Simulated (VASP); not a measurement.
Crystal: BN.

```
B N
1.0
     0.15594   -1.45173   -1.91867
     0.05690    1.66919   -2.13613
     3.36359   -0.09904   -0.21284
B N
2 2
Cartesian
  1.7962 0.0477 -2.1349
  0.0244 0.0089 -0.0034
  0.8587 0.8025 -1.0987
  2.5789 -0.7902 -1.1371
```

This cell differs from its parent crystal: all atoms moved at random, sigma 0.02 Å a component, cell strained at random, sigma 0.1.

| Item | Value |
| --- | --- |
| Program | VASP 6.6.1 |
| Task | relaxation of cell and atoms |
| Functional | r2SCAN |
| Potentials or basis | VASP PAW PBE potentials, release 64 (B, N) |
| Cutoff | 600 eV |
| k mesh | 8 × 8 × 6 |
| Occupations | gaussian, width 0.05 eV |
| Spin | no spin polarisation |

At the start: pressure 67.0 GPa; volume 5.28 Å³/atom.

Question: Where does the relaxation end?

Answer: Over 12 steps the energy falls by 880.2 meV/atom and the volume is 5.89 Å³/atom (+11.6 %); space group F-43m (No. 216, to 0.05 Å).

Step by step:
| step | energy change (eV) | largest force (eV/Å) | pressure (GPa) | volume (Å³) |
| --- | --- | --- | --- | --- |
| 1 | 0.0000 | 2.6633 | 66.99 | 21.11 |
| 2 | -2.2427 | 2.4184 | -31.75 | 27.29 |
| 3 | -2.8833 | 2.6885 | -14.85 | 24.77 |
| 4 | -3.2620 | 1.3582 | -1.55 | 23.66 |
| 5 | -3.4258 | 0.7226 | -7.17 | 24.06 |
| 6 | -3.4943 | 0.7333 | 6.84 | 23.18 |
| 7 | -3.5142 | 0.3314 | 1.73 | 23.45 |
| 8 | -3.5192 | 0.2082 | -0.62 | 23.59 |
| 9 | -3.5205 | 0.0674 | 0.09 | 23.55 |
| 10 | -3.5208 | 0.0191 | -0.14 | 23.56 |
| 11 | -3.5208 | 0.0148 | -0.11 | 23.56 |
| 12 | -3.5208 | 0.0098 | 0.04 | 23.55 |

Final structure:
```xyz
4
Lattice="0.0048 -1.8067 -1.8032 -0.0012 1.8011 -1.8114 3.6120 0.0029 0.0021" Properties=species:S:1:pos:R:3 pbc="T T T"
B     1.8076   -0.0014   -1.8063
B     0.0037   -0.0057   -3.6146
N     0.9026    0.9012   -0.9052
N     2.7114   -0.9012   -0.9000
```

Caveat: the cell differs from its parent crystal (all atoms moved at random, sigma 0.02 Å a component, cell strained at random, sigma 0.1); the PAW data sets were made with another functional, which shifts forces and pressure a little.
